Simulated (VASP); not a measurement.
# Si2Mo (I4/mmm) in VASP: further runs

The runs below take Si2Mo through relaxation of shape and atoms at fixed volume, with revPBE, r2SCAN+D4, r2SCAN.

All numbers are computed with VASP 6.6.1; they aren't measurements. Logs are shortened: lines on timing, memory, paths and dates and some standing lists are left out, and cuts for length are marked.

**1. The cell of the first run**

Symmetry: I4/mmm, No. 139, tetragonal system. Conventional cell: a = 3.204 Å, b = 3.204 Å, c = 7.843 Å, α = 90.00°, β = 90.00°, γ = 90.00°. Si (site symmetry 4mm) has 9 Si at 2.59 to 3.20 Å and 5 Mo at 2.61 to 2.63 Å within 3.4 Å. Within 3.4 Å of Mo (site symmetry 4/mmm) lie 10 Si at 2.61 to 2.63 Å and 4 Mo at 3.20 Å.

**2. Relaxation of shape and atoms at fixed volume, revPBE**

Contents of INCAR:

```
SYSTEM = Si2Mo
  PREC = Accurate
  ENCUT = 600
  EDIFF = 1E-6
  ISMEAR = 0
  SIGMA = 0.05
  LREAL = .False.
  LASPH = .True.
  NELM = 80
  ALGO = Normal
  ISIF = 4
  LWAVE = .False.
  LCHARG = .False.
  GGA = RE
  IBRION = 2
  NSW = 60
  EDIFFG = -0.02
```

Contents of KPOINTS:

```
Automatic mesh
0
Gamma
  10 10 10
  0 0 0
```

Contents of POSCAR:

```
Si2Mo
1.0
   -1.6018812136      1.6018812136      3.9212716889
    1.6018812136     -1.6018812136      3.9212716889
    1.6018812136      1.6018812136     -3.9212716889
Si Mo
2 1
Direct
    0.3351230337      0.3351230337      0.0000000000
    0.6648769663      0.6648769663      0.0000000000
    0.0000000000      0.0000000000      0.0000000000
```

Potentials or basis: VASP PAW PBE potentials, release 64 (Si, Mo_sv).

Command:

```console
$ cat potpaw_PBE.64/Si/POTCAR potpaw_PBE.64/Mo_sv/POTCAR > POTCAR
$ mpirun -np 1 vasp_std > vasp.out
```

OUTCAR:

```text
SYSTEM = Si2Mo
   PREC = Accurate
   ENCUT = 600
   EDIFF = 1E-6
   ISMEAR = 0
   LREAL = .False.
   LASPH = .True.
   NELM = 80
   ISIF = 4
   GGA = RE
   IBRION = 2
   NSW = 60
   EDIFFG = -0.02

 ion  position               nearest neighbor table
   1  0.335  0.335  0.000-   2 2.59   3 2.61   3 2.61   3 2.61   3 2.61   3 2.63   2 2.63   2 2.63
                             2 2.63   2 2.63
   2  0.665  0.665  0.000-   1 2.59   3 2.61   3 2.61   3 2.61   3 2.61   3 2.63   1 2.63   1 2.63
                             1 2.63   1 2.63
   3  0.000  0.000  0.000-   2 2.61   2 2.61   2 2.61   1 2.61   2 2.61   1 2.61   1 2.61   1 2.61
                             1 2.63   2 2.63

  LATTYP: Found a body centered tetragonal cell.
 ALAT       =     3.2037624272
 C/A-ratio  =     2.4479166468

  Lattice vectors:

 A1 = (  -1.6018812136,   1.6018812136,   3.9212716889)
 A2 = (   1.6018812136,  -1.6018812136,   3.9212716889)
 A3 = (   1.6018812136,   1.6018812136,  -3.9212716889)

Analysis of symmetry for initial positions (statically):
=====================================================================
 Subroutine PRICEL returns:
 Original cell was already a primitive cell.

 Routine SETGRP: Setting up the symmetry group for a
 body centered tetragonal supercell.

 Subroutine GETGRP returns: Found 16 space group operations
 (whereof 16 operations were pure point group operations)
 out of a pool of 16 trial point group operations.

The static configuration has the point symmetry D_4h.

Analysis of symmetry for dynamics (positions and initial velocities):
=====================================================================
 Subroutine PRICEL returns:
 Original cell was already a primitive cell.

 Routine SETGRP: Setting up the symmetry group for a
 body centered tetragonal supercell.

 Subroutine GETGRP returns: Found 16 space group operations
 (whereof 16 operations were pure point group operations)
 out of a pool of 16 trial point group operations.

The dynamic configuration has the point symmetry D_4h.

 Subroutine INISYM returns: Found 16 space group operations
 (whereof 16 operations are pure point group operations),
 and found     1 'primitive' translations

----------------------------------------------------------------------------------------

                                     Primitive cell

  volume of cell :      40.2483

  direct lattice vectors                    reciprocal lattice vectors
    -1.601881214  1.601881214  3.921271689     0.000000000  0.312133007  0.127509655
     1.601881214 -1.601881214  3.921271689     0.312133007  0.000000000  0.127509655
     1.601881214  1.601881214 -3.921271689     0.312133007  0.312133007  0.000000000

  length of vectors
     4.528622142  4.528622142  4.528622142     0.337173140  0.337173140  0.441422732

  position of ions in fractional coordinates (direct lattice)
     0.335123034  0.335123034  0.000000000
     0.664876966  0.664876966  0.000000000
     0.000000000  0.000000000  0.000000000

  ion indices of the primitive-cell ions
   primitive index   ion index
                 1           1
                 2           2
                 3           3

----------------------------------------------------------------------------------------

 KPOINTS: Automatic mesh

Automatic generation of k-mesh.
 Grid dimensions read from file:
 generate k-points for:   10   10   10

 Generating k-lattice:

  Cartesian coordinates                     Fractional coordinates (reciprocal lattice)
     0.000000000  0.031213301  0.012750965     0.100000000  0.000000000  0.000000000
     0.031213301  0.000000000  0.012750965     0.000000000  0.100000000  0.000000000
     0.031213301  0.031213301  0.000000000     0.000000000  0.000000000  0.100000000

  Length of vectors
     0.033717314  0.033717314  0.044142273

  Shift w.r.t. Gamma in fractional coordinates (k-lattice)
     0.000000000  0.000000000  0.000000000

 Subroutine IBZKPT returns following result:
 ===========================================

 Found    102 irreducible k-points:

 Following reciprocal coordinates:
            Coordinates               Weight
  0.000000  0.000000  0.000000      1.000000
  0.100000 -0.000000  0.000000      8.000000
  0.200000 -0.000000  0.000000      8.000000
  0.300000  0.000000 -0.000000      8.000000
  0.400000  0.000000 -0.000000      8.000000
  0.500000  0.000000  0.000000      4.000000
[... 16 lines left out ...]
  0.300000  0.300000  0.000000      8.000000
  0.400000  0.300000  0.000000     16.000000
 [... further k-points ...]
   k-points           NKPTS =    102   k-points in BZ     NKDIM =    102   number of bands    NBANDS=     15
   number of dos      NEDOS =    301   number of ions     NIONS =      3
   total plane-waves  NPLWV =  46656
   dimension x,y,z NGX =    36 NGY =   36 NGZ =   36
   dimension x,y,z NGXF=    72 NGYF=   72 NGZF=   72
   ions per type =               2   1
   NGX,Y,Z   is equivalent  to a cutoff of  13.22, 13.22, 13.22 a.u.
   NGXF,Y,Z  is equivalent  to a cutoff of  26.43, 26.43, 26.43 a.u.
 SYSTEM =  Si2Mo
   PREC   = accura    normal or accurate (medium, high low for compatibility)
   ISTART =      0    job   : 0-new  1-cont  2-samecut
   ICHARG =      2    charge: 1-file 2-atom 10-const
   ISPIN  =      1    spin polarized calculation?
   LNONCOLLINEAR =      F non collinear calculations
   LSORBIT =      F    spin-orbit coupling
   LASPH  =      T    aspherical Exc in radial PAW
   ENCUT  =  600.0 eV  44.10 Ry    6.64 a.u.   9.04  9.04  9.04*2*pi/ulx,y,z
   NELM   =     80;   NELMIN=  2; NELMDL= -5     # of ELM steps
   EDIFF  = 0.1E-05   stopping-criterion for ELM
   LREAL  =      F    real-space projection
   EDIFFG = -.2E-01   stopping-criterion for IOM
   NSW    =     60    number of steps for IOM
   IBRION =      2    ionic relax: 0-MD 1-quasi-New 2-CG
   NFREE  =      1    steps in history (QN), initial steepest desc. (CG)
   ISIF   =      4    stress and relaxation
   ISYM   =      2    0-nonsym 1-usesym 2-fastsym
   POTIM  = 0.5000    time-step for ionic-motion
   TEBEG  =    0.0;   TEEND  =   0.0 temperature during run
   PSTRESS=    0.0 pullay stress
   NELECT =      22.0000    total number of electrons
   NUPDOWN=      -1.0000    fix difference up-down
   EMIN   =  10.00;   EMAX   =-10.00  energy-range for DOS
   EFERMI =   0.00;   METHOD = LEGACY
   ISMEAR =     0;   SIGMA  =   0.05  broadening in eV -4-tet -1-fermi 0-gaus
   EFERMI_NEDOS =   21; number of points for ismear=-14 and -15
   IALGO  =     38    algorithm
   IMIX   =      4    mixing-type and parameters
     AMIX     =   0.40;   BMIX     =  1.00
     AMIX_MAG =   1.60;   BMIX_MAG =  1.00
  volume/ion in A,a.u.               =      13.42        90.54
  Fermi-wavevector in a.u.,A,eV,Ry     =   1.338546  2.529485 24.377622  1.791705
  Thomas-Fermi vector in A             =   2.467008
   LORBIT       =      0    0 simple, 1 ext, 2 COOP (PROOUT), +10 PAW based schemes
   GGA     = RE    functional components
   LHFCALC =     F    Hartree Fock is set to
   AEXX    =    0.0000 exact exchange contribution
   IVDW    =     0    specifies the selected vdW correction
   LEPSILON=     F    determine dielectric tensor
   LRPA    =     F    only Hartree local field effects (RPA)
 conjugate gradient relaxation of ions
 non-spin polarized calculation
 Gauss-broadening in eV      SIGMA  =   0.05
  energy-cutoff  :      600.00
  volume of cell :       40.25
 maximum number of plane-waves:      1364
   NGX = 19   NGY = 19   NGZ = 19

--------------------------------------- Ionic step        1  -------------------------------------------

 number of electron      22.0000000 magnetization

 Free energy of the ion-electron system (eV)
  ---------------------------------------------------
  ext. energy  EPLUGINS =         0.00000000
  ---------------------------------------------------
  free energy    TOTEN  =       -22.32337514 eV

  energy without entropy =      -22.32292705  energy(sigma->0) =      -22.32315110

------------------------ aborting loop because EDIFF is reached ----------------------------------------

  FORCE on cell =-STRESS in cart. coord.  units (eV):
  Direction    XX          YY          ZZ          XY          YZ          ZX
  --------------------------------------------------------------------------------------
  -------------------------------------------------------------------------------------
  Total        1.1014632      1.1014632      1.1198149      0.0000000      0.0000000      0.0000000
  in kB       43.8463081     43.8463081     44.5768421      0.0000000      0.0000000      0.0000000
  external PRESSURE =      44.0898194 kB  Pullay stress =       0.0000000 kB

 VOLUME and BASIS-vectors are now :
 -----------------------------------------------------------------------------
  energy-cutoff  :      600.00
  volume of cell :       40.25
      direct lattice vectors                 reciprocal lattice vectors
    -1.601881214  1.601881214  3.921271689     0.000000000  0.312133007  0.127509655
     1.601881214 -1.601881214  3.921271689     0.312133007  0.000000000  0.127509655
     1.601881214  1.601881214 -3.921271689     0.312133007  0.312133007  0.000000000

 POSITION                                       TOTAL-FORCE (eV/Angst)
 -----------------------------------------------------------------------------------
      0.00000      0.00000      2.62822         0.000000      0.000000     -0.030117
      0.00000      0.00000      5.21433        -0.000000     -0.000000      0.030117
      0.00000      0.00000      0.00000         0.000000      0.000000      0.000000
 -----------------------------------------------------------------------------------
    total drift:                                0.000000     -0.000000      0.000000

  FREE ENERGIE OF THE ION-ELECTRON SYSTEM (eV)
  ---------------------------------------------------
  free  energy   TOTEN  =       -22.3233751399 eV

  energy  without entropy=      -22.3229270518  energy(sigma->0) =      -22.32315110

--------------------------------------- Ionic step        2  -------------------------------------------

 number of electron      22.0000000 magnetization

 Free energy of the ion-electron system (eV)
  ---------------------------------------------------
  ext. energy  EPLUGINS =         0.00000000
  ---------------------------------------------------
  free energy    TOTEN  =       -22.32342160 eV

  energy without entropy =      -22.32297439  energy(sigma->0) =      -22.32319800

 E-fermi :  12.2379     XC(G=0): -12.4035

 val. band max:       12.2129692720   @ k =  -0.2000  -0.3000   0.2000
 cond. band min:      12.3425773233   @ k =   0.5000   0.5000   0.3000
 fundamental gap:      0.1296080513
 Fermi energy:        12.2379021264

 k-point     1 :       0.0000    0.0000    0.0000
  band No.  band energies     occupation
      1     -48.4067      2.00000
      2     -22.5604      2.00000
      3     -22.4824      2.00000
      4     -22.4824      2.00000
      5      -1.1055      2.00000
      6       5.9301      2.00000
      7       8.9239      2.00000
      8       9.2784      2.00000
      9       9.6938      2.00000
     10       9.6938      2.00000
     11      12.6823      0.00000
     12      15.4626      0.00000
     13      15.4786      0.00000
     14      15.8362      0.00000
     15      15.8362      0.00000
[... 397 lines left out ...]
 k-point    24 :       0.4000    0.3000    0.0000
  band No.  band energies     occupation
      1     -48.3786      2.00000
      2     -22.6876      2.00000
      3     -22.6186      2.00000
      4     -22.5268      2.00000
      5       2.9484      2.00000
      6       4.0218      2.00000
      7       6.5843      2.00000
      8       8.4343      2.00000
      9       9.3326      2.00000
     10      10.0657      2.00000
     11      10.3995      2.00000
     12      12.8721      0.00000
     13      13.8198      0.00000
     14      15.6443      0.00000
     15      17.2420      0.00000

 [... further k-points ...]

------------------------ aborting loop because EDIFF is reached ----------------------------------------

  FORCE on cell =-STRESS in cart. coord.  units (eV):
  Direction    XX          YY          ZZ          XY          YZ          ZX
  --------------------------------------------------------------------------------------
  -------------------------------------------------------------------------------------
  Total        1.1038438      1.1038438      1.0891574      0.0000000     -0.0000000      0.0000000
  in kB       43.9410730     43.9410730     43.3564465      0.0000000     -0.0000000      0.0000000
  external PRESSURE =      43.7461975 kB  Pullay stress =       0.0000000 kB

 VOLUME and BASIS-vectors are now :
 -----------------------------------------------------------------------------
  energy-cutoff  :      600.00
  volume of cell :       40.25
      direct lattice vectors                 reciprocal lattice vectors
    -1.601723651  1.601723651  3.922043204     0.000000000  0.312163712  0.127484572
     1.601723651 -1.601723651  3.922043204     0.312163712  0.000000000  0.127484572
     1.601723651  1.601723651 -3.922043204     0.312163712  0.312163712  0.000000000

 POSITION                                       TOTAL-FORCE (eV/Angst)
 -----------------------------------------------------------------------------------
      0.00000      0.00000      2.62728        -0.000000     -0.000000     -0.001759
      1.60172      1.60172      1.29476         0.000000      0.000000      0.001759
      0.00000      0.00000      0.00000        -0.000000     -0.000000     -0.000000
 -----------------------------------------------------------------------------------
    total drift:                               -0.000000     -0.000000      0.000000

  FREE ENERGIE OF THE ION-ELECTRON SYSTEM (eV)
  ---------------------------------------------------
  free  energy   TOTEN  =       -22.3234215969 eV

  energy  without entropy=      -22.3229743946  energy(sigma->0) =      -22.32319800

 reached required accuracy - stopping structural energy minimisation
```

Wall time 89 s (1 thread of Intel Xeon Platinum 8259CL at 2.50GHz (Skylake/Cascade Lake), shared host); peak memory 0.25 GiB.

Results:

* Free energy: -22.3234 eV
* Energy gained by relaxing: 0.0 meV/atom
* Ionic steps: 2
* Pressure after relaxing: 4.4 GPa
* Band gap on the k mesh: zero (bands 11 and 12 overlap by 0.94 eV)

Final structure:
```xyz
3
Lattice="-1.6017 1.6017 3.9220 1.6017 -1.6017 3.9220 1.6017 1.6017 -3.9220" Properties=species:S:1:pos:R:3 pbc="T T T"
Si    0.0000    0.0000    2.6273
Si    1.6017    1.6017    1.2948
Mo    0.0000    0.0000    0.0000
```

Caveat: the PAW data sets were made with another functional, which shifts forces and pressure a little.

**3. Relaxation of shape and atoms at fixed volume, revPBE (13.44 Å³/atom)**

Contents of INCAR:

```
SYSTEM = Si2Mo
  PREC = Accurate
  ENCUT = 600
  EDIFF = 1E-6
  ISMEAR = 0
  SIGMA = 0.05
  LREAL = .FALSE.
  LASPH = .TRUE.
  NELM = 80
  ALGO = Normal
  ISIF = 4
  LWAVE = .FALSE.
  LCHARG = .FALSE.
  GGA = RE
  IBRION = 2
  NSW = 60
  EDIFFG = -0.01
```

Contents of KPOINTS:

```
Automatic mesh
0
G
  10 10 10
  0 0 0
```

Contents of POSCAR:

```
Si2Mo
1.0
   -1.6031893378      1.6031893378      3.9204166980
    1.6031893378     -1.6031893378      3.9204166980
    1.6031893378      1.6031893378     -3.9204166980
Si Mo
2 1
Direct
    0.3352963651      0.3352963651      0.0000000000
    0.6647036349      0.6647036349      0.0000000000
    0.0000000000      0.0000000000      0.0000000000
```

Potentials or basis: VASP PAW PBE potentials, release 64 (Si, Mo_sv).

Command:

```console
$ cat potpaw_PBE.64/Si/POTCAR potpaw_PBE.64/Mo_sv/POTCAR > POTCAR
$ mpirun -np 1 vasp_std > vasp.out
```

Wall time 2.5 min (1 thread of Intel Xeon Platinum 8259CL at 2.50GHz (Skylake/Cascade Lake), shared host); peak memory 0.25 GiB.

The run converged. Its results:

```yaml
Free_energy: -22.3249 eV
Energy_gained_by_relaxing: 0.1 meV/atom
Ionic_steps: 4
Pressure_after_relaxing: 4.1 GPa
Band_gap_on_the_k_mesh: zero (bands 11 and 12 overlap by 0.94 eV)
```

Forces in eV/Å, atoms in the order of the input:
```
Si   0.000  0.000  0.003
Si   0.000  0.000 -0.003
Mo   0.000  0.000  0.000
```

Step by step:
```
step  energy change (eV)  largest force (eV/Å)  pressure (GPa)  volume (Å³)
   1              0.0000                0.0540            4.14        40.31
   2             -0.0002                0.0023            4.05        40.31
   3             -0.0002                0.0101            4.07        40.31
   4             -0.0002                0.0028            4.07        40.31
```

Final structure:
```
Si Mo
1.0
    -1.60265    1.60265    3.92304
     1.60265   -1.60265    3.92304
     1.60265    1.60265   -3.92304
Si Mo
2 1
Direct
  0.33493 0.33493 0.00000
  0.66507 0.66507 0.00000
  0.00000 0.00000 0.00000
```

Levels at points of the mesh, in eV from the Fermi level:
| k point | band 7 | band 8 | band 9 | band 10 | band 11 | band 12 | band 13 | band 14 | band 15 |
| --- | --- | --- | --- | --- | --- | --- | --- | --- | --- |
| (0.00, 0.00, 0.00) | -3.31 | -2.95 | -2.54 | -2.54 | 0.44 | 3.23 | 3.23 | 3.59 | 3.59 |
| (0.50, 0.00, 0.00) | -4.85 | -4.42 | -2.49 | -2.48 | -0.43 | 2.34 | 3.17 | 4.15 | 4.29 |
| (0.50, 0.50, 0.00) | -5.57 | -5.11 | -4.36 | -2.96 | -1.14 | 2.39 | 2.81 | 3.22 | 3.41 |
| (0.50, 0.50, 0.50) | -3.43 | -2.12 | -0.50 | -0.50 | -0.41 | -0.41 | 0.58 | 4.83 | 5.26 |

Caveat: the PAW data sets were made with another functional, which shifts forces and pressure a little.

**4. Relaxation of shape and atoms at fixed volume, r2SCAN+D4 (13.77 Å³/atom)**

This run uses another cell than the first one, of 13.77 Å³/atom.

Contents of POSCAR:

```
Si2Mo
1.0
   -1.6178977526      1.6178977526      3.9453610554
    1.6178977526     -1.6178977526      3.9453610554
    1.6178977526      1.6178977526     -3.9453610554
Si Mo
2 1
Direct
    0.3356722478      0.3356722478      0.0000000000
    0.6643277522      0.6643277522      0.0000000000
    0.0000000000      0.0000000000      0.0000000000
```

Contents of INCAR.step1:

```
  PREC = Accurate
  ENCUT = 600
  ISMEAR = 0
  SIGMA = 0.05
  LREAL = F
  LASPH = T
  NELM = 80
  GGA = PE
  ALGO = Normal
  EDIFF = 1E-4
  LWAVE = T
  LCHARG = F
```

Contents of INCAR.step2:

```
  PREC = Accurate
  ENCUT = 600
  EDIFF = 1E-6
  ISMEAR = 0
  SIGMA = 0.05
  LREAL = F
  LASPH = T
  NELM = 80
  ALGO = Normal
  ISIF = 4
  LWAVE = F
  LCHARG = F
  METAGGA = R2SCAN
  LMIXTAU = T
  IVDW = 13
  VDW_S6 = 1.0
  VDW_S8 = 0.6018749
  VDW_A1 = 0.51559235
  VDW_A2 = 5.77342911
  IBRION = 2
  NSW = 60
  EDIFFG = -0.01
  ISTART = 1
```

Contents of KPOINTS:

```
Automatic mesh
0
Gamma
  10 10 10
```

Command:

```console
$ cat potpaw_PBE.64/Si/POTCAR potpaw_PBE.64/Mo_sv/POTCAR > POTCAR
$ cp INCAR.step1 INCAR
$ mpirun -np 1 vasp_std > vasp.out
$ cp INCAR.step2 INCAR
$ mpirun -np 1 vasp_std > vasp.out
```

It took 6.6 min on 1 thread of Intel Xeon Platinum 8559C (Emerald Rapids), shared host; peak memory 0.28 GiB.

The run converged. Its results:

```
Free energy                : -45.5542 eV
Energy gained by relaxing  : 0.1 meV/atom
Ionic steps                : 4
Pressure after relaxing    : -7.7 GPa
Band gap on the k mesh     : zero (bands 11 and 12 overlap by 0.98 eV)
Dispersion energy per atom : -0.187 eV
```

Stress tensor (GPa, compression positive):
```
-7.71  0.00  0.00
 0.00 -7.71  0.00
 0.00  0.00 -7.62
```

The path:
```tsv
step	energy change (eV)	largest force (eV/Å)	pressure (GPa)	volume (Å³)
1	0.0000	0.0471	-7.77	41.31
2	-0.0002	0.0002	-7.67	41.31
3	-0.0002	0.0130	-7.70	41.31
4	-0.0002	0.0000	-7.68	41.31
```

Final structure:
```
Si Mo
1.0
    -1.61873    1.61873    3.94129
     1.61873   -1.61873    3.94129
     1.61873    1.61873   -3.94129
Si Mo
2 1
Direct
  0.33598 0.33598 0.00000
  0.66402 0.66402 0.00000
  0.00000 0.00000 0.00000
```

Levels at points of the mesh, in eV from the Fermi level:
| k point | band 9 | band 10 | band 11 | band 12 | band 13 | band 14 |
| --- | --- | --- | --- | --- | --- | --- |
| (0.00, 0.00, 0.00) | -2.61 | -2.61 | 0.42 | 3.38 | 3.62 | 3.62 |
| (0.50, 0.00, 0.00) | -2.62 | -2.43 | -0.41 | 2.52 | 3.32 | 4.34 |
| (0.50, 0.50, 0.00) | -4.47 | -3.00 | -1.31 | 2.59 | 2.99 | 3.48 |
| (0.50, 0.50, 0.50) | -0.47 | -0.47 | -0.47 | -0.47 | 0.56 | 5.20 |

Caveat: the PAW data sets were made with another functional, which shifts forces and pressure a little.

(Continued in part 2 of 2.)

The gap in the log of VASP goes by the Fermi energy; the results here count the filled bands.